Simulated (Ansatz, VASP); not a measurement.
## GaAs in VASP and in Ansatz

INCAR

```
PREC = Accurate
ENCUT = 500
EDIFF = 1E-6
ISMEAR = 0
SIGMA = 0.01
LREAL = False
LASPH = True
NELM = 120
ALGO = Normal
ISIF = 2
LWAVE = False
LCHARG = False
GGA = PE
NBANDS = 16
GGA_COMPAT = False
```

Contents of KPOINTS:

```
Automatic mesh
0
Gamma
  6 6 6
```

The input POSCAR:

```
GaAs
1.0
    0.0000000000      2.8136204726      2.8136204726
    2.8136204726      0.0000000000      2.8136204726
    2.8136204726      2.8136204726      0.0000000000
Ga As
1 1
Direct
    0.0000000000      0.0000000000      0.0000000000
    0.2500000000      0.2500000000      0.2500000000
```

Input for Ansatz:

```yaml
crystal:
  lattice:
    - [0.0, 2.8136204726, 2.8136204726]
    - [2.8136204726, 0.0, 2.8136204726]
    - [2.8136204726, 2.8136204726, 0.0]
  atoms:
    - { symbol: Ga, position: [0.0, 0.0, 0.0] }
    - { symbol: As, position: [0.25, 0.25, 0.25] }
kpoints:
  mp_grid: { grid: [6, 6, 6] }
hamiltonian:
  xc: pbe
scf:
  occupations: { method: fixed }
  n_extra_bands: 4
output:
  forces: true
  stress: true
  eigenvalues: true
```

Alike in both runs: task single point; functional PBE; k mesh 6 × 6 × 6; no spin polarisation.

```csv
,VASP,Ansatz
version,VASP 6.6.1,Ansatz 0.2.0
potentials or method,"VASP PAW PBE potentials, release 64 (Ga_d, As)","plane waves, PAW"
plane-wave cutoff (eV),500,420
occupations,"gaussian, width 0.01 eV",fixed
valence electrons in the cell,18,28
```

```csv
,VASP,Ansatz,Ansatz less VASP
gap on the k mesh at the Fermi level (eV),0.62,0.62,-0.005
pressure (GPa),4.5,4.4,-0.18
```

VASP's potentials hold 18 valence electrons a cell and Ansatz's 28, so a difference there can come from the potentials and not from the codes.
